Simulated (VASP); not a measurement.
Set up this calculation in VASP 6.6.1, as the native input.

```
Task                   : single point
Functional             : r2SCAN
Potentials or basis    : VASP PAW PBE potentials, release 64 (P)
Cutoff                 : 520 eV
k mesh                 : 18 × 18 × 18
Occupations            : gaussian, width 0.15 eV
Spin                   : no spin polarisation
Dipole correction      : no
Further INCAR settings : ALGO = Normal; EDIFF = 1e-06; NBANDS = 12
```

The system is P.

```
P
1.0
     1.72573    0.99635    3.12968
    -1.72573    0.99635    3.12968
     0.00000   -1.99270    3.12968
P
2
Direct
  0.22708 0.22708 0.22708
  0.77292 0.77292 0.77292
```

These files were run (other wordings do the same):

POSCAR

```
P
1.0
    1.7257251780      0.9963478961      3.1296800121
   -1.7257251780      0.9963478961      3.1296800121
    0.0000000000     -1.9926957921      3.1296800121
P
2
Direct
    0.2270802500      0.2270802500      0.2270802500
    0.7729197500      0.7729197500      0.7729197500
```

INCAR.step1

```
ALGO = Normal
EDIFF = 1E-4
ENCUT = 520
GGA = PE
ISMEAR = 0
LASPH = T
LCHARG = F
LREAL = F
LWAVE = T
NBANDS = 12
NELM = 100
PREC = Accurate
SIGMA = 0.15
```

INCAR.step2

```
ALGO = Normal
EDIFF = 1E-6
ENCUT = 520
ISIF = 2
ISMEAR = 0
ISTART = 1
LASPH = T
LCHARG = F
LMIXTAU = T
LREAL = F
LWAVE = F
METAGGA = R2SCAN
NBANDS = 12
NELM = 100
PREC = Accurate
SIGMA = 0.15
```

KPOINTS

```
k-points
0
Gamma
  18 18 18
```

Potentials or basis: VASP PAW PBE potentials, release 64 (P).

Launch:

```sh
$ cat potpaw_PBE.64/P/POTCAR > POTCAR
$ cp INCAR.step1 INCAR
$ mpirun -np 1 vasp_std > vasp.out
$ cp INCAR.step2 INCAR
$ mpirun -np 1 vasp_std > vasp.out
```

It gave:

```json
{
  "Pressure": "0.1 GPa",
  "Largest force": "0.008 eV/Å",
  "Band gap on the k mesh": "zero (bands 5 and 6 overlap by 0.80 eV)"
}
```

Caveat: the PAW data sets were made with another functional, which shifts forces and pressure a little.

Wall time 19 min on 1 thread of Oxide Virtual Turin-like Processor, on a shared host, peak memory 0.26 GiB.
